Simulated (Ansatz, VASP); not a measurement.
## One calculation of Hf3CrF, two programs

```xyz
5
Lattice="4.4862 0.0000 0.0000 0.0000 4.4862 0.0000 0.0000 0.0000 4.4862" Properties=species:S:1:pos:R:3 pbc="T T T"
Hf    0.0000    2.2431    2.2431
Hf    2.2431    2.2431    0.0000
Hf    2.2431    0.0000    2.2431
Cr    0.0000    0.0000    0.0000
F     2.2431    2.2431    2.2431
```

Change from the starting cell: species swapped into the Mn3GaC type (Pm-3m, No. 221).

Alike in both runs: functional PBE; k mesh 4 × 4 × 4; occupations gaussian, width 0.1 eV; collinear spin.

Ansatz relaxed the structure, and its values are those at the end. VASP's run is a single point on that final structure, the one shown.

```csv
,VASP,Ansatz
version,VASP 6.6.1,Ansatz 0.2.0
potentials or method,"VASP PAW PBE potentials, release 64 (Hf_pv, Cr_pv, F), cutoff 520 eV","scalar-relativistic, plane waves, PAW"
valence electrons in the cell,49,99
```

```csv
,VASP,Ansatz,Ansatz less VASP
gap on the k mesh at the Fermi level (eV),none,none,-
pressure (GPa),-1.0,0.1,+1.11
net moment per atom (μB),0.55,0.55,-0.006
size of the moment on the site where the two differ most (μB),3.06,3.20,+0.132
```

Site moments also hang on the region over which each program counts them. A gap of «none» marks a metal or a gap that the smearing closes. VASP's potentials hold 49 valence electrons a cell and Ansatz's 99, so a difference there can come from the potentials and not from the codes.

Spin-orbit coupling is off throughout.
